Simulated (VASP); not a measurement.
Here is a VASP 6.6.1 calculation.

File INCAR:

```
PREC     = Accurate       # precision mode
ENCUT    = 520            # plane-wave cutoff, eV
EDIFF    = 1E-6           # SCF threshold, eV
ISMEAR   = -1             # smearing method
SIGMA    = 0.02           # smearing width, eV
LREAL    = F              # projectors in reciprocal space
LASPH    = T              # aspherical terms in the spheres
NELM     = 100            # most SCF steps
ALGO     = Normal         # electronic algorithm
ISIF     = 2              # what is computed and relaxed
LWAVE    = F              # write WAVECAR
LCHARG   = F              # write CHGCAR
GGA      = PE             # functional
NBANDS   = 31             # bands
```

File KPOINTS:

```
regular mesh
0
Gamma
  8 8 8
```

Contents of POSCAR:

```
AlGa2P3
1.0
   -1.9311216733      5.7929231767      2.7300511852
    1.9311216733     -5.7929231767      2.7300511852
    1.9311216733      5.7929231767     -2.7300511852
Al P Ga
1 3 2
Direct
   -0.0004413442     -0.0004413442      0.0000000000
    0.7496382428      0.2496382428      0.5000000000
    0.4170330688      0.2502596631      0.1667734057
    0.0834862575      0.2502596631      0.8332265943
    0.6670529125      0.0001418876      0.6669110249
    0.3332308627      0.0001418876      0.3330889751
```

Potentials or basis: VASP PAW PBE potentials, release 64 (Al, P, Ga_d).

Command:

```bash
$ cat potpaw_PBE.64/Al/POTCAR potpaw_PBE.64/P/POTCAR potpaw_PBE.64/Ga_d/POTCAR > POTCAR
$ mpirun -np 1 vasp_std > vasp.out
```

Task: What does it give for the pressure?

Result: 2.0 GPa.

Task: Predict the largest force.

Result: 0.074 eV/Å.

Task: Estimate the band gap on the k mesh.

Result: 1.63 eV (least direct gap 2.00 eV).

Forces on the atoms (eV/Å):
```
Al   0.000  0.000  0.007
P    0.000  0.000  0.074
P    0.000 -0.060 -0.037
P    0.000  0.060 -0.037
Ga   0.000 -0.003 -0.003
Ga   0.000  0.003 -0.003
```

A k mesh can miss the band edges.
